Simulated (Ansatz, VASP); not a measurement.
**Hg: VASP beside Ansatz**

Contents of INCAR:

```
SYSTEM = Hg
PREC = Accurate
ENCUT = 520
EDIFF = 1E-6
ISMEAR = -1
SIGMA = 0.03
LREAL = .False.
LASPH = .True.
NELM = 60
ALGO = Normal
ISIF = 2
LWAVE = .False.
LCHARG = .False.
NBANDS = 12
```

KPOINTS

```
Automatic mesh
0
Gamma
  12 12 12
  0 0 0
```

POSCAR

```
Hg
1.0
    1.7357480073      1.0021345793      2.2414219814
   -1.7357480073      1.0021345793      2.2414219814
    0.0000000000     -2.0042691585      2.2414219814
Hg
1
Direct
    0.0000000000      0.0000000000      0.0000000000
```

Input for Ansatz:

```yaml
crystal:
  lattice:
    - [1.7357480073, 1.0021345793, 2.2414219814]
    - [-1.7357480073, 1.0021345793, 2.2414219814]
    - [0.0, -2.0042691585, 2.2414219814]
  atoms:
    - { symbol: Hg, position: [0.0, 0.0, 0.0] }
kpoints:
  mp_grid: { grid: [12, 12, 12] }
  band_path:
    path:
      - [0.0, 0.0, 0.0]
      - [0.5, 0.5, 0.5]
      - [0.7000691066, 0.2999308934, 0.5]
      - [0.5, -0.2999308934, 0.2999308934]
      - [0.5, 0.0, 0.0]
      - [0.0, 0.0, 0.0]
      - [0.3999654467, -0.3999654467, 0.0]
      - [0.6000345533, 0.0, 0.3999654467]
      - [0.5, 0.0, 0.5]
    npoints: 5
scf:
  occupations: { method: fermi_dirac, width: 0.03 }
hamiltonian:
  xc: lda
  pseudopotentials: { kind: all_electron, lapw: { basis_error: 0.0005 } }
output:
  forces: true
  stress: true
  eigenvalues: true
```

Change from the starting cell: volume scaled by 1.01.

Alike in both runs: task single point; functional LDA; k mesh 12 × 12 × 12; occupations fermi-dirac, width 0.03 eV; no spin polarisation.

|  | VASP | Ansatz |
| --- | --- | --- |
| version | VASP 6.6.1 | Ansatz 0.2.0 |
| potentials or method | VASP PAW LDA potentials, release 64 (Hg), cutoff 520 eV | all-electron LAPW, scalar-relativistic |

```tsv
	VASP	Ansatz	Ansatz less VASP
pressure (GPa)	-1.5	-2.0	-0.53
traceless stress, the component that is largest in VASP (GPa)	-0.75	-1.05	-0.306
```

LDA's correlation is that of Perdew and Zunger in VASP and of Perdew and Wang (1992) in Ansatz. Ansatz ran all-electron here, and VASP with PAW potentials.

Neither program's run includes spin-orbit coupling.
